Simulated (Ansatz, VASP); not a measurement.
Al4Co3Ni in VASP and in Ansatz

```
CELL_PARAMETERS angstrom
-2.89381 2.89381 2.89381
2.89381 -2.89381 2.89381
2.89381 2.89381 -2.89381
ATOMIC_POSITIONS crystal
Al 0.00000 0.50000 0.00000
Al 0.50000 0.00000 0.00000
Al 0.50000 0.50000 0.50000
Al 0.00000 0.00000 0.50000
Ni 0.00000 0.00000 0.00000
Co 0.50000 0.00000 0.50000
Co 0.00000 0.50000 0.50000
Co 0.50000 0.50000 0.00000
```

Alike in both runs: task single point; functional PBE; k mesh 10 × 10 × 10; occupations gaussian, width 0.1 eV; collinear spin.

|  | VASP | Ansatz |
| --- | --- | --- |
| version | VASP 6.6.1 | Ansatz 0.2.0 |
| potentials or method | VASP PAW PBE potentials, release 64 (Al, Ni, Co), cutoff 520 eV | scalar-relativistic, plane waves, PAW |
| valence electrons in the cell | 49 | 81 |

Ansatz gave:

```
gap on the k mesh at the Fermi level (eV)                     : none
pressure (GPa)                                                : -4.7
net moment per atom (μB)                                      : 0.13
size of the moment on the site where the two differ most (μB) : 0.12
```

Problem. What did VASP give for the same quantities?

Solution. gap on the k mesh at the Fermi level (eV): none; pressure (GPa): -4.7; net moment per atom (μB): 0.13; size of the moment on the site where the two differ most (μB): 0.11.

Site moments also hang on the region over which each program counts them. A gap of «none» marks a metal or a gap that the smearing closes. With one functional, cell and mesh, what is left measures potentials, basis and numerics. VASP's potentials hold 49 valence electrons a cell and Ansatz's 81, so a difference there can come from the potentials and not from the codes.
